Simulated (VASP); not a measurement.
Set up this calculation in VASP 6.6.1, as the native input.

```
Task                               : single point
Functional                         : PBE-based screened hybrid with 15 % exact exchange
Potentials or basis                : VASP PAW PBE potentials, release 64 (Cs_sv, Cl)
Cutoff                             : 400 eV
k mesh                             : 4 × 4 × 4
Occupations                        : gaussian, width 0.01 eV
Spin                               : no spin polarisation
Dipole correction                  : no
Grid for exact exchange (PRECFOCK) : Normal
Share of exact exchange            : 0.15
Further INCAR settings             : ALGO = Normal; EDIFF = 1e-06; NBANDS = 15
Screening parameter                : 0.5 1/Å
```

The system is CsCl.

```
Cs Cl
1.0
     4.14068    0.00000    0.00000
     0.00000    4.14068    0.00000
     0.00000    0.00000    4.14068
Cs Cl
1 1
Direct
  0.00000 0.00000 0.00000
  0.50000 0.50000 0.50000
```

These files were run (other wordings do the same):

POSCAR

```
CsCl
1.0
    4.1406758780      0.0000000000      0.0000000000
    0.0000000000      4.1406758780      0.0000000000
    0.0000000000      0.0000000000      4.1406758780
Cs Cl
1 1
Direct
    0.0000000000      0.0000000000      0.0000000000
    0.5000000000      0.5000000000      0.5000000000
```

INCAR.step1

```
SYSTEM = CsCl
PREC = Accurate
ENCUT = 400
EDIFF = 1E-5
ISMEAR = 0
SIGMA = 0.01
LREAL = .False.
LASPH = .True.
NELM = 120
ALGO = Normal
ISIF = 2
LWAVE = .True.
LCHARG = .False.
NBANDS = 15
GGA = PE
GGA_COMPAT = .False.
```

INCAR.step2

```
SYSTEM = CsCl
PREC = Accurate
ENCUT = 400
EDIFF = 1E-6
ISMEAR = 0
SIGMA = 0.01
LREAL = .False.
LASPH = .True.
NELM = 120
ALGO = Normal
ISIF = 2
LWAVE = .False.
LCHARG = .False.
GGA = PE
LHFCALC = .True.
AEXX = 0.15
HFSCREEN = 0.5
PRECFOCK = Normal
NBANDS = 15
ISTART = 1
GGA_COMPAT = .False.
```

KPOINTS

```
Automatic mesh
0
Gamma
  4 4 4
  0 0 0
```

Potentials or basis: VASP PAW PBE potentials, release 64 (Cs_sv, Cl).

The run is started by

```console
$ cat potpaw_PBE.64/Cs_sv/POTCAR potpaw_PBE.64/Cl/POTCAR > POTCAR
$ cp INCAR.step1 INCAR
$ mpirun -np 1 vasp_std > vasp.out
$ cp INCAR.step2 INCAR
$ mpirun -np 1 vasp_std > vasp.out
```

Results of the run:

* Pressure: 0.6 GPa
* Band gap on the k mesh: 5.61 eV

Caveat: the PAW data sets were made with another functional, which shifts forces and pressure a little; spin-orbit coupling is left out, which moves the levels of the heavy elements.

Run time: 4.4 min on 1 thread of Intel(R) Xeon(R) Platinum 8259CL CPU @ 2.50GHz (Skylake/Cascade Lake), on a shared host, peak memory 0.26 GiB.
